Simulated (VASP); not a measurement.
# MgZn2Te3 (P6_3mc) in VASP: a series of runs, part 2 of 2

VASP 6.6.1. The steps go on from the part before.

### 3 Single point, PBE

INCAR reads:

```
SYSTEM = MgZn2Te3
ALGO = Normal
EDIFF = 1E-6
ENCUT = 520
GGA = PE
ISIF = 2
ISMEAR = 0
LASPH = .TRUE.
LCHARG = .FALSE.
LREAL = .FALSE.
LWAVE = .FALSE.
NBANDS = 56
NELM = 60
PREC = Accurate
SIGMA = 0.02
```

KPOINTS reads:

```
k-points
0
G
  6 6 2
  0 0 0
```

POSCAR reads:

```
MgZn2Te3
1.0
    4.4330759310      0.0000000289      0.0000000000
   -2.2165379905      3.8391563587      0.0000000000
    0.0000000000      0.0000000000     21.9772526000
Mg Zn Te
2 4 6
Direct
    0.3333333333      0.6666666667      0.0023200000
    0.6666666667      0.3333333333      0.5023200000
    0.3333333333      0.6666666667      0.3326630000
    0.3333333333      0.6666666667      0.6711030000
    0.6666666667      0.3333333333      0.1711030000
    0.6666666667      0.3333333333      0.8326630000
    0.3333333333      0.6666666667      0.1310580000
    0.3333333333      0.6666666667      0.4546270000
    0.3333333333      0.6666666667      0.7932300000
    0.6666666667      0.3333333333      0.2932300000
    0.6666666667      0.3333333333      0.6310580000
    0.6666666667      0.3333333333      0.9546270000
```

Potentials or basis: VASP PAW PBE potentials, release 64 (Mg, Zn, Te).

On the command line:

```
cat potpaw_PBE.64/Mg/POTCAR potpaw_PBE.64/Zn/POTCAR potpaw_PBE.64/Te/POTCAR > POTCAR
mpirun -np 1 vasp_std > vasp.out
```

OUTCAR:

```text
SYSTEM = MgZn2Te3
   EDIFF = 1E-6
   ENCUT = 520
   GGA = PE
   ISIF = 2
   ISMEAR = 0
   LASPH = .TRUE.
   LREAL = .FALSE.
   NELM = 60
   PREC = Accurate

 ion  position               nearest neighbor table
   1  0.333  0.667  0.002-  12 2.77  12 2.77  12 2.77   7 2.83
   2  0.667  0.333  0.502-   8 2.77   8 2.77   8 2.77  11 2.83
   3  0.333  0.667  0.333-   8 2.68  10 2.70  10 2.70  10 2.70
   4  0.333  0.667  0.671-   9 2.68  11 2.71  11 2.71  11 2.71
   5  0.667  0.333  0.171-  10 2.68   7 2.71   7 2.71   7 2.71
   6  0.667  0.333  0.833-  12 2.68   9 2.70   9 2.70   9 2.70
   7  0.333  0.667  0.131-   5 2.71   5 2.71   5 2.71   1 2.83
   8  0.333  0.667  0.455-   3 2.68   2 2.77   2 2.77   2 2.77
   9  0.333  0.667  0.793-   4 2.68   6 2.70   6 2.70   6 2.70
  10  0.667  0.333  0.293-   5 2.68   3 2.70   3 2.70   3 2.70
  11  0.667  0.333  0.631-   4 2.71   4 2.71   4 2.71   2 2.83
  12  0.667  0.333  0.955-   6 2.68   1 2.77   1 2.77   1 2.77

  LATTYP: Found a hexagonal cell.
 ALAT       =     4.4330759310
 C/A-ratio  =     4.9575628620

  Lattice vectors:

 A1 = (   4.4330759310,   0.0000000289,   0.0000000000)
 A2 = (  -2.2165379905,   3.8391563587,   0.0000000000)
 A3 = (   0.0000000000,   0.0000000000,  21.9772526000)

Analysis of symmetry for initial positions (statically):
=====================================================================
 Subroutine PRICEL returns:
 Original cell was already a primitive cell.

 Routine SETGRP: Setting up the symmetry group for a
 hexagonal supercell.

 Subroutine GETGRP returns: Found 12 space group operations
 (whereof  6 operations were pure point group operations)
 out of a pool of 24 trial point group operations.

The static configuration has the point symmetry C_3v.
 The point group associated with its full space group is C_6v.

Analysis of symmetry for dynamics (positions and initial velocities):
=====================================================================
 Subroutine PRICEL returns:
 Original cell was already a primitive cell.

 Routine SETGRP: Setting up the symmetry group for a
 hexagonal supercell.

 Subroutine GETGRP returns: Found 12 space group operations
 (whereof  6 operations were pure point group operations)
 out of a pool of 24 trial point group operations.

The dynamic configuration has the point symmetry C_3v.
 The point group associated with its full space group is C_6v.

 Subroutine INISYM returns: Found 12 space group operations
 (whereof  6 operations are pure point group operations),
 and found     1 'primitive' translations

----------------------------------------------------------------------------------------

                                     Primitive cell

  volume of cell :     374.0368

  direct lattice vectors                    reciprocal lattice vectors
     4.433075931  0.000000029  0.000000000     0.225577006  0.130236947  0.000000000
    -2.216537990  3.839156359  0.000000000    -0.000000002  0.260473891  0.000000000
     0.000000000  0.000000000 21.977252600     0.000000000  0.000000000  0.045501593

  length of vectors
     4.433075931  4.433075931 21.977252600     0.260473891  0.260473891  0.045501593

  position of ions in fractional coordinates (direct lattice)
     0.333333333  0.666666667  0.002320000
     0.666666667  0.333333333  0.502320000
     0.333333333  0.666666667  0.332663000
     0.333333333  0.666666667  0.671103000
     0.666666667  0.333333333  0.171103000
[... 70 lines left out ...]
   ions per type =               2   4   6
   NGX,Y,Z   is equivalent  to a cutoff of  13.50, 13.50, 12.71 a.u.
   NGXF,Y,Z  is equivalent  to a cutoff of  27.00, 27.00, 25.42 a.u.
 SYSTEM =  MgZn2Te3
   PREC   = accura    normal or accurate (medium, high low for compatibility)
   ISTART =      0    job   : 0-new  1-cont  2-samecut
   ICHARG =      2    charge: 1-file 2-atom 10-const
   ISPIN  =      1    spin polarized calculation?
   LNONCOLLINEAR =      F non collinear calculations
   LSORBIT =      F    spin-orbit coupling
   LASPH  =      T    aspherical Exc in radial PAW
   ENCUT  =  520.0 eV  38.22 Ry    6.18 a.u.   8.24  8.24 40.86*2*pi/ulx,y,z
   NELM   =     60;   NELMIN=  2; NELMDL= -5     # of ELM steps
   EDIFF  = 0.1E-05   stopping-criterion for ELM
   LREAL  =      F    real-space projection
   EDIFFG = 0.1E-04   stopping-criterion for IOM
   NSW    =      0    number of steps for IOM
   IBRION =     -1    ionic relax: 0-MD 1-quasi-New 2-CG
   NFREE  =      0    steps in history (QN), initial steepest desc. (CG)
   ISIF   =      2    stress and relaxation
   ISYM   =      2    0-nonsym 1-usesym 2-fastsym
   POTIM  = 0.5000    time-step for ionic-motion
   TEBEG  =    0.0;   TEEND  =   0.0 temperature during run
   PSTRESS=    0.0 pullay stress
   NELECT =      88.0000    total number of electrons
   NUPDOWN=      -1.0000    fix difference up-down
   EMIN   =  10.00;   EMAX   =-10.00  energy-range for DOS
   EFERMI =   0.00;   METHOD = LEGACY
   ISMEAR =     0;   SIGMA  =   0.02  broadening in eV -4-tet -1-fermi 0-gaus
   EFERMI_NEDOS =   21; number of points for ismear=-14 and -15
   IALGO  =     38    algorithm
   IMIX   =      4    mixing-type and parameters
     AMIX     =   0.40;   BMIX     =  1.00
     AMIX_MAG =   1.60;   BMIX_MAG =  1.00
  volume/ion in A,a.u.               =      31.17       210.34
  Fermi-wavevector in a.u.,A,eV,Ry     =   1.010643  1.909838 13.896970  1.021398
  Thomas-Fermi vector in A             =   2.143644
   LORBIT       =      0    0 simple, 1 ext, 2 COOP (PROOUT), +10 PAW based schemes
   GGA     = PE    functional components
   LHFCALC =     F    Hartree Fock is set to
   AEXX    =    0.0000 exact exchange contribution
   IVDW    =     0    specifies the selected vdW correction
   LEPSILON=     F    determine dielectric tensor
   LRPA    =     F    only Hartree local field effects (RPA)
 non-spin polarized calculation
 Gauss-broadening in eV      SIGMA  =   0.02
  energy-cutoff  :      520.00
  volume of cell :      374.04
 maximum number of plane-waves:     10119
 NGX is ok and might be reduce to    36
   NGX = 17   NGY = 17   NGZ = 81

 number of electron      87.9999965 magnetization

 Free energy of the ion-electron system (eV)
  ---------------------------------------------------
  ext. energy  EPLUGINS =         0.00000000
  ---------------------------------------------------
  free energy    TOTEN  =       -33.32977373 eV

  energy without entropy =      -33.32977373  energy(sigma->0) =      -33.32977373

 E-fermi :   2.5887     XC(G=0):  -8.4023

 val. band max:        2.4793047353   @ k =   0.0000   0.0000   0.0000
 cond. band min:       3.7115985529   @ k =   0.0000   0.0000   0.0000
 fundamental gap:      1.2322938177
 Fermi energy:         2.5886982349

 k-point     1 :       0.0000    0.0000    0.0000
  band No.  band energies     occupation
      1      -8.6684      2.00000
      2      -8.6131      2.00000
      3      -8.3389      2.00000
      4      -8.1891      2.00000
      5      -7.9507      2.00000
      6      -7.8499      2.00000
[... 815 lines left out ...]
     55       8.3416      0.00000
     56       8.3416      0.00000

------------------------ aborting loop because EDIFF is reached ----------------------------------------

  FORCE on cell =-STRESS in cart. coord.  units (eV):
  Direction    XX          YY          ZZ          XY          YZ          ZX
  --------------------------------------------------------------------------------------
  -------------------------------------------------------------------------------------
  Total        0.0252953      0.0252953      0.0156356      0.0000000      0.0000000     -0.0000000
  in kB        0.1083518      0.1083518      0.0669746      0.0000000      0.0000000     -0.0000000
  external PRESSURE =       0.0945594 kB  Pullay stress =       0.0000000 kB

 VOLUME and BASIS-vectors are now :
 -----------------------------------------------------------------------------
  energy-cutoff  :      520.00
  volume of cell :      374.04
      direct lattice vectors                 reciprocal lattice vectors
     4.433075931  0.000000029  0.000000000     0.225577006  0.130236947  0.000000000
    -2.216537990  3.839156359  0.000000000    -0.000000002  0.260473891  0.000000000
     0.000000000  0.000000000 21.977252600     0.000000000  0.000000000  0.045501593

 POSITION                                       TOTAL-FORCE (eV/Angst)
 -----------------------------------------------------------------------------------
     -0.00000      2.55944      0.05099         0.000000      0.000000      0.006750
      2.21654      1.27972     11.03961        -0.000000     -0.000000      0.006750
     -0.00000      2.55944      7.31102        -0.000000      0.000000     -0.001860
     -0.00000      2.55944     14.74900        -0.000000     -0.000000     -0.002869
      2.21654      1.27972      3.76037         0.000000     -0.000000     -0.002869
      2.21654      1.27972     18.29965        -0.000000      0.000000     -0.001860
     -0.00000      2.55944      2.88029        -0.000000      0.000000     -0.018181
     -0.00000      2.55944      9.99145         0.000000     -0.000000      0.012934
     -0.00000      2.55944     17.43302        -0.000000      0.000000      0.003226
      2.21654      1.27972      6.44439         0.000000     -0.000000      0.003226
      2.21654      1.27972     13.86892         0.000000     -0.000000     -0.018181
      2.21654      1.27972     20.98008         0.000000     -0.000000      0.012934
 -----------------------------------------------------------------------------------
    total drift:                               -0.000000      0.000000     -0.000300

  FREE ENERGIE OF THE ION-ELECTRON SYSTEM (eV)
  ---------------------------------------------------
  free  energy   TOTEN  =       -33.3297737279 eV

  energy  without entropy=      -33.3297737279  energy(sigma->0) =      -33.32977373
```

It used 850 s of CPU time on 1 thread of AMD EPYC 7R13 Processor (Zen 3), on a shared host.

Results:

| Item | Value |
| --- | --- |
| Free energy | -33.3298 eV |
| Pressure | 0.0 GPa |
| Largest force | 0.018 eV/Å |
| Band gap on the k mesh | 1.23 eV, direct |

Forces in eV/Å, atoms in the order of the input:
```
Mg   0.000  0.000  0.007
Mg   0.000  0.000  0.007
Zn   0.000  0.000 -0.002
Zn   0.000  0.000 -0.003
Zn   0.000  0.000 -0.003
Zn   0.000  0.000 -0.002
Te   0.000  0.000 -0.018
Te   0.000  0.000  0.013
Te   0.000  0.000  0.003
Te   0.000  0.000  0.003
Te   0.000  0.000 -0.018
Te   0.000  0.000  0.013
```

Caveat: spin-orbit coupling is left out, which moves the levels of the heavy elements.
